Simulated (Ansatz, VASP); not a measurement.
**MgO: VASP beside Ansatz**

```
Mg O
1.0
     3.48029    0.00000    0.00000
    -1.74015    3.01402    0.00000
     0.00000    0.00000    4.33816
Mg O
2 2
Direct
  0.67508 0.33333 0.75000
  0.34175 0.66667 0.25000
  0.65389 0.33333 0.25000
  0.32055 0.66667 0.75000
```

Change from the starting cell: mode 8 frozen in at -0.045 Å, strain +e along z and -e/2 along x and y +0.0233.

Alike in both runs: task single point; functional PBE; k mesh 9 × 9 × 6; occupations gaussian, width 0.05 eV; no spin polarisation.

```csv
,VASP,Ansatz
version,VASP 6.6.1,Ansatz 0.2.0
potentials or method,"VASP PAW PBE potentials, release 64 (Mg, O), cutoff 520 eV","scalar-relativistic, plane waves, PAW"
valence electrons in the cell,16,32
```

Ansatz gave:

* gap on the k mesh at the Fermi level (eV): 3.23
* least direct gap on the mesh (eV): 3.23
* pressure (GPa): 0.7
* traceless stress, the component that is largest in VASP (GPa): -3.85
* rms of the force components (eV/Å): 0.401

Q: Estimate VASP's values.

A: gap on the k mesh at the Fermi level (eV): 3.21; least direct gap on the mesh (eV): 3.21; pressure (GPa): 0.1; traceless stress, the component that is largest in VASP (GPa): -3.99; rms of the force components (eV/Å): 0.405.

Atom by atom the forces differ by 0.004 eV/Å (rms over components). VASP's potentials hold 16 valence electrons a cell and Ansatz's 32, so a difference there can come from the potentials and not from the codes.
